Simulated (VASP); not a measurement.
# TiO2 in VASP: settings compared

Aim: see how the results for TiO2 move with the level of theory and the settings. Levels: PBEsol, r2SCAN+rVV10. Tasks: single point, relaxation of cell and atoms.

Program: VASP 6.6.1. These are calculated values, not measurements. Logs are shortened: lines on timing, memory, paths and dates and some standing lists are left out, and cuts for length are marked.

## 1. The cell of the first run

Symmetry: P6_3mc, No. 186, hexagonal system. Conventional cell: a = 2.959 Å, b = 2.959 Å, c = 9.897 Å, α = 90.00°, β = 90.00°, γ = 120.00°. Within 2.6 Å of Ti (site symmetry 3m) lie 6 O at 1.96 Å. Within 2.6 Å of O (site symmetry 3m) lie 3 Ti at 1.96 Å and 3 O at 2.57 Å. Within 2.6 Å of O (site symmetry 3m) lie 3 Ti at 1.96 Å and 3 O at 2.57 Å.

## 2. Single point, PBEsol

INCAR

```
ALGO = Normal
EDIFF = 1E-7
ENCUT = 520
GGA = PS
ISIF = 2
ISMEAR = -1
LASPH = True
LCHARG = False
LREAL = False
LWAVE = False
NBANDS = 33
NELM = 80
PREC = Accurate
SIGMA = 0.03
```

KPOINTS

```
k-points
0
Gamma
  9 9 2
```

POSCAR

```
TiO2
1.0
    2.9591012600      0.0000000000      0.0000000000
   -1.4795506300      2.5626568635      0.0000000000
    0.0000000000      0.0000000000      9.8966426840
Ti O
2 4
Direct
    0.3333333333      0.6666666667      0.6249592264
    0.6666666667      0.3333333333      0.1249592264
    0.6666666667      0.3333333333      0.7219917369
    0.3333333333      0.6666666667      0.2219917369
    0.0000000000      0.0000000000      0.0280510367
    0.0000000000      0.0000000000      0.5280510367
```

Potentials or basis: VASP PAW PBE potentials, release 64 (Ti_sv, O).

Command:

```bash
$ cat potpaw_PBE.64/Ti_sv/POTCAR potpaw_PBE.64/O/POTCAR > POTCAR
$ mpirun -np 1 vasp_std > vasp.out
```

OUTCAR:

```text
EDIFF = 1E-7
   ENCUT = 520
   GGA = PS
   ISIF = 2
   ISMEAR = -1
   LASPH = True
   LREAL = False
   NELM = 80
   PREC = Accurate

 ion  position               nearest neighbor table
   1  0.333  0.667  0.625-   6 1.96   6 1.96   6 1.96   3 1.96   3 1.96   3 1.96
   2  0.667  0.333  0.125-   5 1.96   5 1.96   5 1.96   4 1.96   4 1.96   4 1.96
   3  0.667  0.333  0.722-   1 1.96   1 1.96   1 1.96
   4  0.333  0.667  0.222-   2 1.96   2 1.96   2 1.96
   5  0.000  0.000  0.028-   2 1.96   2 1.96   2 1.96
   6  0.000  0.000  0.528-   1 1.96   1 1.96   1 1.96

  LATTYP: Found a hexagonal cell.
 ALAT       =     2.9591012600
 C/A-ratio  =     3.3444758440

  Lattice vectors:

 A1 = (   2.9591012600,   0.0000000000,   0.0000000000)
 A2 = (  -1.4795506300,   2.5626568635,   0.0000000000)
 A3 = (   0.0000000000,   0.0000000000,   9.8966426840)

Analysis of symmetry for initial positions (statically):
=====================================================================
 Subroutine PRICEL returns:
 Original cell was already a primitive cell.

 Routine SETGRP: Setting up the symmetry group for a
 hexagonal supercell.

 Subroutine GETGRP returns: Found 12 space group operations
 (whereof  6 operations were pure point group operations)
 out of a pool of 24 trial point group operations.

The static configuration has the point symmetry C_3v.
 The point group associated with its full space group is C_6v.

Analysis of symmetry for dynamics (positions and initial velocities):
=====================================================================
 Subroutine PRICEL returns:
 Original cell was already a primitive cell.

 Routine SETGRP: Setting up the symmetry group for a
 hexagonal supercell.

 Subroutine GETGRP returns: Found 12 space group operations
 (whereof  6 operations were pure point group operations)
 out of a pool of 24 trial point group operations.

The dynamic configuration has the point symmetry C_3v.
 The point group associated with its full space group is C_6v.

 Subroutine INISYM returns: Found 12 space group operations
 (whereof  6 operations are pure point group operations),
 and found     1 'primitive' translations

----------------------------------------------------------------------------------------

                                     Primitive cell

  volume of cell :      75.0478

  direct lattice vectors                    reciprocal lattice vectors
[... 97 lines left out ...]
   NSW    =      0    number of steps for IOM
   IBRION =     -1    ionic relax: 0-MD 1-quasi-New 2-CG
   NFREE  =      0    steps in history (QN), initial steepest desc. (CG)
   ISIF   =      2    stress and relaxation
   ISYM   =      2    0-nonsym 1-usesym 2-fastsym
   POTIM  = 0.5000    time-step for ionic-motion
   TEBEG  =    0.0;   TEEND  =   0.0 temperature during run
   PSTRESS=    0.0 pullay stress
   NELECT =      48.0000    total number of electrons
   NUPDOWN=      -1.0000    fix difference up-down
   EMIN   =  10.00;   EMAX   =-10.00  energy-range for DOS
   EFERMI =   0.00;   METHOD = LEGACY
   ISMEAR =    -1;   SIGMA  =   0.03  broadening in eV -4-tet -1-fermi 0-gaus
   EFERMI_NEDOS =   21; number of points for ismear=-14 and -15
   IALGO  =     38    algorithm
   IMIX   =      4    mixing-type and parameters
     AMIX     =   0.40;   BMIX     =  1.00
     AMIX_MAG =   1.60;   BMIX_MAG =  1.00
  volume/ion in A,a.u.               =      12.51        84.41
  Fermi-wavevector in a.u.,A,eV,Ry     =   1.410509  2.665475 27.069274  1.989536
  Thomas-Fermi vector in A             =   2.532455
   LORBIT       =      0    0 simple, 1 ext, 2 COOP (PROOUT), +10 PAW based schemes
   GGA     = PS    functional components
   LHFCALC =     F    Hartree Fock is set to
   AEXX    =    0.0000 exact exchange contribution
   IVDW    =     0    specifies the selected vdW correction
   LEPSILON=     F    determine dielectric tensor
   LRPA    =     F    only Hartree local field effects (RPA)
 non-spin polarized calculation
  energy-cutoff  :      520.00
  volume of cell :       75.05
 maximum number of plane-waves:      2077
 NGX is ok and might be reduce to    24
   NGX = 11   NGY = 11   NGZ = 37

 number of electron      48.0000005 magnetization

 Free energy of the ion-electron system (eV)
  ---------------------------------------------------
  ext. energy  EPLUGINS =         0.00000000
  ---------------------------------------------------
  free energy    TOTEN  =       -55.30580446 eV

  energy without entropy =      -55.30580446  energy(sigma->0) =      -55.30580446

 E-fermi :   2.7266     XC(G=0): -10.2395

 val. band max:        2.0331330302   @ k =   0.1111   0.1111   0.0000
 cond. band min:       4.6675788383   @ k =   0.0000   0.0000   0.0000
 fundamental gap:      2.6344458081
 Fermi energy:         2.7266191346

 k-point     1 :       0.0000    0.0000    0.0000
  band No.  band energies     occupation
      1     -54.0821      2.00000
      2     -54.0821      2.00000
      3     -30.4695      2.00000
      4     -30.4687      2.00000
      5     -30.1636      2.00000
      6     -30.1636      2.00000
[... 853 lines left out ...]
     32       8.4616      0.00000
     33       8.4644      0.00000

------------------------ aborting loop because EDIFF is reached ----------------------------------------

  FORCE on cell =-STRESS in cart. coord.  units (eV):
  Direction    XX          YY          ZZ          XY          YZ          ZX
  --------------------------------------------------------------------------------------
  -------------------------------------------------------------------------------------
  Total        0.3918754      0.3918754      0.1663501      0.0000000      0.0000000      0.0000000
  in kB        8.3660491      8.3660491      3.5513656      0.0000000      0.0000000      0.0000000
  external PRESSURE =       6.7611546 kB  Pullay stress =       0.0000000 kB

 VOLUME and BASIS-vectors are now :
 -----------------------------------------------------------------------------
  energy-cutoff  :      520.00
  volume of cell :       75.05
      direct lattice vectors                 reciprocal lattice vectors
     2.959101260  0.000000000  0.000000000     0.337940446  0.195110008  0.000000000
    -1.479550630  2.562656863  0.000000000     0.000000000  0.390220015  0.000000000
     0.000000000  0.000000000  9.896642684     0.000000000  0.000000000  0.101044367

 POSITION                                       TOTAL-FORCE (eV/Angst)
 -----------------------------------------------------------------------------------
     -0.00000      1.70844      6.18500        -0.000000      0.000000      0.000104
      1.47955      0.85422      1.23668         0.000000      0.000000      0.000104
      1.47955      0.85422      7.14529         0.000000     -0.000000      0.059561
     -0.00000      1.70844      2.19697        -0.000000      0.000000      0.059561
      0.00000      0.00000      0.27761         0.000000     -0.000000     -0.059665
      0.00000      0.00000      5.22593        -0.000000      0.000000     -0.059665
 -----------------------------------------------------------------------------------
    total drift:                                0.000000     -0.000000     -0.000171

  FREE ENERGIE OF THE ION-ELECTRON SYSTEM (eV)
  ---------------------------------------------------
  free  energy   TOTEN  =       -55.3058044636 eV

  energy  without entropy=      -55.3058044636  energy(sigma->0) =      -55.30580446
```

stdout:

```text
POSCAR found type information on POSCAR TiO
 POSCAR found :  2 types and       6 ions
 scaLAPACK will be used
 -----------------------------------------------------------------------------
|                                                                             |
|                                                                             |
|     You enforced a specific xc type in the INCAR file but a different       |
|     I HOPE YOU KNOW WHAT YOU ARE DOING!                                     |
|                                                                             |
 -----------------------------------------------------------------------------

 LDA part: xc-table for (Slater+PW92), standard interpolation
 POSCAR, INCAR and KPOINTS ok, starting setup
 FFT: planning ... GRIDC
 FFT: planning ... GRID_SOFT
 FFT: planning ... GRID
 WAVECAR not read
 entering main loop
```

Run time: 43 s. Hardware: 1 thread of Intel Xeon Platinum 8488C (Sapphire Rapids), shared host; peak memory 0.22 GiB.

What came out:

```yaml
Free_energy: -55.3058 eV
Pressure: 0.7 GPa
Largest_force: 0.060 eV/Å
Band_gap_on_the_k_mesh: 2.63 eV (least direct gap 2.91 eV)
```

Forces in eV/Å, atoms in the order of the input:
```
Ti   0.000  0.000  0.000
Ti   0.000  0.000  0.000
O    0.000  0.000  0.060
O    0.000  0.000  0.060
O    0.000  0.000 -0.060
O    0.000  0.000 -0.060
```

Stress tensor (GPa, compression positive):
```
0.84 0.00 0.00
0.00 0.84 0.00
0.00 0.00 0.36
```

Levels at points of the mesh, in eV from the valence-band top:
| k point | band 20 | band 21 | band 22 | band 23 | band 24 | band 25 | band 26 | band 27 | band 28 | band 29 |
| --- | --- | --- | --- | --- | --- | --- | --- | --- | --- | --- |
| (0.00, 0.00, 0.00) | -0.36 | -0.30 | -0.30 | -0.27 | -0.27 | 2.63 | 2.63 | 2.64 | 2.64 | 4.43 |
| (0.00, 0.00, 0.50) | -0.78 | -0.28 | -0.28 | -0.28 | -0.28 | 2.64 | 2.64 | 2.64 | 2.64 | 4.45 |

Caveat: the PAW data sets were made with another functional, which shifts forces and pressure a little. A k mesh can miss the band edges.

[end of part 1 of 3]
